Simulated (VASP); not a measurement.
# Ru (Cmcm) in VASP: notebook

The runs below take Ru through single point, with LDA.

All numbers are computed with VASP 6.6.1; they aren't measurements. Logs are shortened: lines on timing, memory, paths and dates and some standing lists are left out, and cuts for length are marked.

### 1 The cell of the first run

It takes space group Cmcm (No. 63, orthorhombic). Conventional cell: a = 2.674 Å, b = 4.632 Å, c = 4.227 Å, α = 90.00°, β = 90.00°, γ = 90.00°. Within 3.6 Å of Ru (site symmetry m2m) lie 14 Ru at 2.55 to 3.51 Å.

### 2 Single point, LDA (atoms displaced along a vibrational mode)

Contents of INCAR:

```
SYSTEM = Ru
  PREC = Accurate
  ENCUT = 520
  EDIFF = 1E-7
  ISMEAR = 0
  SIGMA = 0.15
  LREAL = .False.
  LASPH = .True.
  NELM = 100
  ALGO = Fast
  ISIF = 2
  LWAVE = .False.
  LCHARG = .True.
  GGA = CA
  LELF = .True.
  LVHAR = .True.
  NBANDS = 21
```

Contents of KPOINTS:

```
Automatic mesh
0
Gamma
  21 21 10
  0 0 0
```

Contents of POSCAR:

```
Ru
1.0
    2.6740588025      0.0000000000      0.0000000000
   -1.3370294013      2.3158028542      0.0000000000
    0.0000000000      0.0000000000      4.2267610266
Ru
2
Direct
    0.3031062353      0.6062124705      0.2500000000
    0.6968937647      0.3937875295      0.7500000000
```

Potentials or basis: VASP PAW LDA potentials, release 64 (Ru_pv).

Started as:

```console
$ cat potpaw_LDA.64/Ru_pv/POTCAR > POTCAR
$ mpirun -np 1 vasp_std > vasp.out
```

OUTCAR:

```text
SYSTEM = Ru
   PREC = Accurate
   ENCUT = 520
   EDIFF = 1E-7
   ISMEAR = 0
   LREAL = .False.
   LASPH = .True.
   NELM = 100
   ISIF = 2
   GGA = CA

 ion  position               nearest neighbor table
   1  0.303  0.606  0.250-   2 2.55   2 2.55   2 2.55   2 2.55   2 2.79   2 2.79
   2  0.697  0.394  0.750-   1 2.55   1 2.55   1 2.55   1 2.55   1 2.79   1 2.79

  LATTYP: Found a hexagonal cell.
 ALAT       =     2.6740588025
 C/A-ratio  =     1.5806537323

  Lattice vectors:

 A1 = (   2.6740588025,   0.0000000000,   0.0000000000)
 A2 = (  -1.3370294013,   2.3158028542,   0.0000000000)
 A3 = (   0.0000000000,   0.0000000000,   4.2267610266)

Analysis of symmetry for initial positions (statically):
=====================================================================
 Subroutine PRICEL returns:
 Original cell was already a primitive cell.

 Routine SETGRP: Setting up the symmetry group for a
 hexagonal supercell.

 Subroutine GETGRP returns: Found  8 space group operations
 (whereof  4 operations were pure point group operations)
 out of a pool of 24 trial point group operations.

The static configuration has the point symmetry C_2h.
 The point group associated with its full space group is D_2h.

Analysis of symmetry for dynamics (positions and initial velocities):
=====================================================================
 Subroutine PRICEL returns:
 Original cell was already a primitive cell.

 Routine SETGRP: Setting up the symmetry group for a
 hexagonal supercell.

 Subroutine GETGRP returns: Found  8 space group operations
 (whereof  4 operations were pure point group operations)
 out of a pool of 24 trial point group operations.

The dynamic configuration has the point symmetry C_2h.
 The point group associated with its full space group is D_2h.

 Subroutine INISYM returns: Found  8 space group operations
 (whereof  4 operations are pure point group operations),
 and found     1 'primitive' translations

----------------------------------------------------------------------------------------

                                     Primitive cell

  volume of cell :      26.1746

  direct lattice vectors                    reciprocal lattice vectors
     2.674058802  0.000000000  0.000000000     0.373963355  0.215907843  0.000000000
    -1.337029401  2.315802854  0.000000000     0.000000000  0.431815687  0.000000000
     0.000000000  0.000000000  4.226761027     0.000000000  0.000000000  0.236587778

  length of vectors
     2.674058802  2.674058803  4.226761027     0.431815687  0.431815687  0.236587778

  position of ions in fractional coordinates (direct lattice)
     0.303106235  0.606212470  0.250000000
     0.696893765  0.393787530  0.750000000

  ion indices of the primitive-cell ions
   primitive index   ion index
                 1           1
                 2           2

----------------------------------------------------------------------------------------

 KPOINTS: Automatic mesh

Automatic generation of k-mesh.
 Grid dimensions read from file:
 generate k-points for:   21   21   10

 Generating k-lattice:

  Cartesian coordinates                     Fractional coordinates (reciprocal lattice)
     0.017807779  0.010281326  0.000000000     0.047619048 -0.000000000  0.000000000
     0.000000000  0.020562652  0.000000000     0.000000000  0.047619048  0.000000000
     0.000000000  0.000000000  0.023658778     0.000000000  0.000000000  0.100000000

  Length of vectors
     0.020562652  0.020562652  0.023658778

  Shift w.r.t. Gamma in fractional coordinates (k-lattice)
     0.000000000  0.000000000  0.000000000

 Subroutine IBZKPT returns following result:
 ===========================================

 Found    726 irreducible k-points:

 Following reciprocal coordinates:
            Coordinates               Weight
  0.000000  0.000000  0.000000      1.000000
  0.047619 -0.000000  0.000000      4.000000
  0.000000  0.047619  0.000000      2.000000
  0.095238 -0.000000  0.000000      4.000000
  0.000000  0.095238  0.000000      2.000000
  0.142857  0.000000  0.000000      4.000000
[... 16 lines left out ...]
 -0.095238  0.047619  0.000000      2.000000
  0.095238  0.047619  0.000000      4.000000
 [... further k-points ...]
   k-points           NKPTS =    726   k-points in BZ     NKDIM =    726   number of bands    NBANDS=     21
   number of dos      NEDOS =    301   number of ions     NIONS =      2
   total plane-waves  NPLWV =  12800
   dimension x,y,z NGX =    20 NGY =   20 NGZ =   32
   dimension x,y,z NGXF=    40 NGYF=   40 NGZF=   64
   ions per type =               2
   NGX,Y,Z   is equivalent  to a cutoff of  12.43, 12.43, 12.59 a.u.
   NGXF,Y,Z  is equivalent  to a cutoff of  24.87, 24.87, 25.17 a.u.
 SYSTEM =  Ru
   PREC   = accura    normal or accurate (medium, high low for compatibility)
   ISTART =      0    job   : 0-new  1-cont  2-samecut
   ICHARG =      2    charge: 1-file 2-atom 10-const
   ISPIN  =      1    spin polarized calculation?
   LNONCOLLINEAR =      F non collinear calculations
   LSORBIT =      F    spin-orbit coupling
   LASPH  =      T    aspherical Exc in radial PAW
   ENCUT  =  520.0 eV  38.22 Ry    6.18 a.u.   4.97  4.97  7.86*2*pi/ulx,y,z
   NELM   =    100;   NELMIN=  2; NELMDL= -5     # of ELM steps
   EDIFF  = 0.1E-06   stopping-criterion for ELM
   LREAL  =      F    real-space projection
   EDIFFG = 0.1E-05   stopping-criterion for IOM
   NSW    =      0    number of steps for IOM
   IBRION =     -1    ionic relax: 0-MD 1-quasi-New 2-CG
   NFREE  =      0    steps in history (QN), initial steepest desc. (CG)
   ISIF   =      2    stress and relaxation
   ISYM   =      2    0-nonsym 1-usesym 2-fastsym
   POTIM  = 0.5000    time-step for ionic-motion
   TEBEG  =    0.0;   TEEND  =   0.0 temperature during run
   PSTRESS=    0.0 pullay stress
   NELECT =      28.0000    total number of electrons
   NUPDOWN=      -1.0000    fix difference up-down
   EMIN   =  10.00;   EMAX   =-10.00  energy-range for DOS
   EFERMI =   0.00;   METHOD = LEGACY
   ISMEAR =     0;   SIGMA  =   0.15  broadening in eV -4-tet -1-fermi 0-gaus
   EFERMI_NEDOS =   21; number of points for ismear=-14 and -15
   IALGO  =     68    algorithm
   IMIX   =      4    mixing-type and parameters
     AMIX     =   0.40;   BMIX     =  1.00
     AMIX_MAG =   1.60;   BMIX_MAG =  1.00
  volume/ion in A,a.u.               =      13.09        88.32
  Fermi-wavevector in a.u.,A,eV,Ry     =   1.674303  3.163974 38.141091  2.803291
  Thomas-Fermi vector in A             =   2.759122
   LORBIT       =      0    0 simple, 1 ext, 2 COOP (PROOUT), +10 PAW based schemes
   GGA     = CA    functional components
   LHFCALC =     F    Hartree Fock is set to
   AEXX    =    0.0000 exact exchange contribution
   IVDW    =     0    specifies the selected vdW correction
   LEPSILON=     F    determine dielectric tensor
   LRPA    =     F    only Hartree local field effects (RPA)
 non-spin polarized calculation
 RMM-DIIS sequential band-by-band and
 Gauss-broadening in eV      SIGMA  =   0.15
  energy-cutoff  :      520.00
  volume of cell :       26.17
 maximum number of plane-waves:       732
   NGX =  9   NGY =  9   NGZ = 15

 number of electron      27.9999998 magnetization

 Free energy of the ion-electron system (eV)
  ---------------------------------------------------
  ext. energy  EPLUGINS =         0.00000000
  ---------------------------------------------------
  free energy    TOTEN  =       -21.08452076 eV

  energy without entropy =      -21.06511937  energy(sigma->0) =      -21.07482007

 E-fermi :  13.4618     XC(G=0): -14.6001

 val. band max:       13.4602184010   @ k =   0.1429   0.0000   0.3000
 cond. band min:      13.4618166780   @ k =   0.0952   0.0476   0.3000
 fundamental gap:      0.0015982769
 Fermi energy:        13.4617635329

 k-point     1 :       0.0000    0.0000    0.0000
  band No.  band energies     occupation
      1     -30.2559      2.00000
      2     -29.2223      2.00000
      3     -29.0207      2.00000
      4     -28.9829      2.00000
      5     -28.8989      2.00000
      6     -28.8617      2.00000
[... 13 lines left out ...]
     20      23.3818      0.00000
     21      24.2545      0.00000

 k-point     2 :       0.0476   -0.0000    0.0000
  band No.  band energies     occupation
      1     -30.2460      2.00000
      2     -29.2372      2.00000
      3     -29.0325      2.00000
      4     -28.9893      2.00000
      5     -28.9142      2.00000
      6     -28.8669      2.00000
[... 13 lines left out ...]
     20      23.3817      0.00000
     21      24.2347      0.00000

 k-point     3 :       0.0000    0.0476    0.0000
  band No.  band energies     occupation
      1     -30.2493      2.00000
      2     -29.2276      2.00000
      3     -29.0460      2.00000
      4     -28.9967      2.00000
      5     -28.9026      2.00000
      6     -28.8632      2.00000
[... 13 lines left out ...]
     20      23.3817      0.00000
     21      24.2392      0.00000

 k-point     4 :       0.0952   -0.0000    0.0000
  band No.  band energies     occupation
      1     -30.2169      2.00000
      2     -29.2820      2.00000
      3     -29.0629      2.00000
      4     -29.0231      2.00000
      5     -28.9456      2.00000
      6     -28.8826      2.00000
[... 13 lines left out ...]
     20      23.3816      0.00000
     21      24.1729      0.00000

 k-point     5 :       0.0000    0.0952    0.0000
  band No.  band energies     occupation
      1     -30.2299      2.00000
      2     -29.2430      2.00000
      3     -29.1154      2.00000
      4     -29.0405      2.00000
      5     -28.9133      2.00000
      6     -28.8678      2.00000
[... 13 lines left out ...]
     20      23.3816      0.00000
     21      24.1894      0.00000
[... 382 lines left out ...]
     20      23.5411      0.00000
     21      23.8370      0.00000

 k-point    22 :       0.0476    0.0476    0.0000
  band No.  band energies     occupation
      1     -30.2330      2.00000
      2     -29.2491      2.00000
      3     -29.0786      2.00000
      4     -29.0209      2.00000
      5     -28.9182      2.00000
      6     -28.8700      2.00000
[... 13 lines left out ...]
     20      23.3817      0.00000
     21      24.2031      0.00000

 k-point    23 :      -0.0952    0.0476    0.0000
  band No.  band energies     occupation
      1     -30.2234      2.00000
      2     -29.2742      2.00000
      3     -29.0475      2.00000
      4     -28.9908      2.00000
      5     -28.9554      2.00000
      6     -28.8810      2.00000
[... 13 lines left out ...]
     20      23.3817      0.00000
     21      24.1882      0.00000

 k-point    24 :       0.0952    0.0476    0.0000
  band No.  band energies     occupation
      1     -30.1979      2.00000
      2     -29.3047      2.00000
      3     -29.1257      2.00000
      4     -29.0691      2.00000
      5     -28.9467      2.00000
      6     -28.8875      2.00000
[... 13 lines left out ...]
     20      23.3816      0.00000
     21      24.1254      0.00000

 [... further k-points ...]

------------------------ aborting loop because EDIFF is reached ----------------------------------------

  FORCE on cell =-STRESS in cart. coord.  units (eV):
  Direction    XX          YY          ZZ          XY          YZ          ZX
  --------------------------------------------------------------------------------------
  -------------------------------------------------------------------------------------
  Total        1.3242745     -0.6617012      1.7201766      0.0000000      0.0000000      0.0000000
  in kB       81.0603318    -40.5034728    105.2939404      0.0000000      0.0000000      0.0000000
  external PRESSURE =      48.6169331 kB  Pullay stress =       0.0000000 kB

 VOLUME and BASIS-vectors are now :
 -----------------------------------------------------------------------------
  energy-cutoff  :      520.00
  volume of cell :       26.17
      direct lattice vectors                 reciprocal lattice vectors
     2.674058802  0.000000000  0.000000000     0.373963355  0.215907843  0.000000000
    -1.337029401  2.315802854  0.000000000     0.000000000  0.431815687  0.000000000
     0.000000000  0.000000000  4.226761027     0.000000000  0.000000000  0.236587778

 POSITION                                       TOTAL-FORCE (eV/Angst)
 -----------------------------------------------------------------------------------
      0.00000      1.40387      1.05669        -0.000000      2.224425      0.000000
      1.33703      0.91193      3.17007         0.000000     -2.224425     -0.000000
 -----------------------------------------------------------------------------------
    total drift:                                0.000000     -0.000000      0.000000

  FREE ENERGIE OF THE ION-ELECTRON SYSTEM (eV)
  ---------------------------------------------------
  free  energy   TOTEN  =       -21.0845207632 eV

  energy  without entropy=      -21.0651193670  energy(sigma->0) =      -21.07482007
```

Run time: 3.4 min. Hardware: 1 thread of Intel Xeon Platinum 8559C (Emerald Rapids), shared host; peak memory 0.39 GiB.

What came out:

```
Free energy            : -21.0845 eV
Pressure               : 4.9 GPa
Largest force          : 2.224 eV/Å
Band gap on the k mesh : zero (bands 14 and 15 overlap by 3.18 eV)
```

Forces on the atoms (eV/Å):
```
Ru   0.000  2.224  0.000
Ru   0.000 -2.224  0.000
```

Levels at points of the mesh, in eV from the Fermi level:
| k point | band 10 | band 11 | band 12 | band 13 | band 14 | band 15 | band 16 | band 17 | band 18 | band 19 |
| --- | --- | --- | --- | --- | --- | --- | --- | --- | --- | --- |
| (0.00, 0.00, 0.00) | -3.02 | -2.46 | -2.35 | -1.80 | -1.79 | -0.46 | 0.10 | 1.28 | 2.16 | 9.91 |
| (0.00, 0.00, 0.50) | -3.03 | -2.90 | -2.90 | -2.78 | -2.78 | 0.10 | 0.10 | 0.60 | 0.60 | 9.92 |

Caveat: the cell differs from its parent crystal (atoms displaced along a vibrational mode); the stress differs along the axes, from -4 to 11 GPa; forces of over 1 eV/Å act on the atoms, so gaps and moduli don't describe the material at rest.

### 3 Single point, LDA (atoms displaced along a vibrational mode)

Contents of INCAR:

```
PREC     = Accurate       # precision mode
ENCUT    = 520            # plane-wave cutoff, eV
EDIFF    = 1E-7           # SCF threshold, eV
ISMEAR   = 0              # smearing method
SIGMA    = 0.15           # smearing width, eV
LREAL    = False          # projectors in reciprocal space
LASPH    = True           # aspherical terms in the spheres
NELM     = 80             # most SCF steps
ALGO     = Fast           # electronic algorithm
ISIF     = 2              # what is computed and relaxed
LWAVE    = False          # write WAVECAR
LCHARG   = False          # write CHGCAR
GGA      = CA             # functional
NBANDS   = 21             # bands
```

Contents of KPOINTS:

```
Automatic mesh
0
Gamma
  21 21 10
```

Contents of POSCAR:

```
Ru
1.0
    2.6740588025      0.0000000000      0.0000000000
   -1.3370294013      2.3158028542      0.0000000000
    0.0000000000      0.0000000000      4.2267610266
Ru
2
Direct
    0.3635604314      0.7271208628      0.2500000000
    0.6364395686      0.2728791372      0.7500000000
```

Potentials or basis: VASP PAW LDA potentials, release 64 (Ru_pv).

Started as:

```console
$ cat potpaw_LDA.64/Ru_pv/POTCAR > POTCAR
$ mpirun -np 1 vasp_std > vasp.out
```

It took 3.2 min on 1 thread of Intel Xeon Platinum 8559C (Emerald Rapids), shared host; peak memory 0.38 GiB.

The run converged. Its results:

| Quantity | Value |
| --- | --- |
| Free energy | -21.1143 eV |
| Pressure | 5.5 GPa |
| Largest force | 1.906 eV/Å |
| Band gap on the k mesh | zero (bands 14 and 15 overlap by 3.04 eV) |

Forces on the atoms (eV/Å):
```
Ru   0.000 -1.906  0.000
Ru   0.000  1.906  0.000
```

Stress tensor (GPa, compression positive):
```
-2.16  0.00  0.00
 0.00  8.06  0.00
 0.00  0.00 10.70
```

Levels at points of the mesh, in eV from the Fermi level:
| k point | band 10 | band 11 | band 12 | band 13 | band 14 | band 15 | band 16 | band 17 | band 18 | band 19 |
| --- | --- | --- | --- | --- | --- | --- | --- | --- | --- | --- |
| (0.00, 0.00, 0.00) | -2.84 | -2.60 | -2.38 | -2.15 | -1.54 | -0.55 | 0.14 | 1.30 | 1.87 | 9.92 |
| (0.00, 0.00, 0.50) | -3.11 | -3.08 | -3.08 | -2.64 | -2.64 | 0.22 | 0.22 | 0.77 | 0.77 | 9.92 |

Caveat: the cell differs from its parent crystal (atoms displaced along a vibrational mode); the stress differs along the axes, from -2 to 11 GPa; forces of over 1 eV/Å act on the atoms, so gaps and moduli don't describe the material at rest.
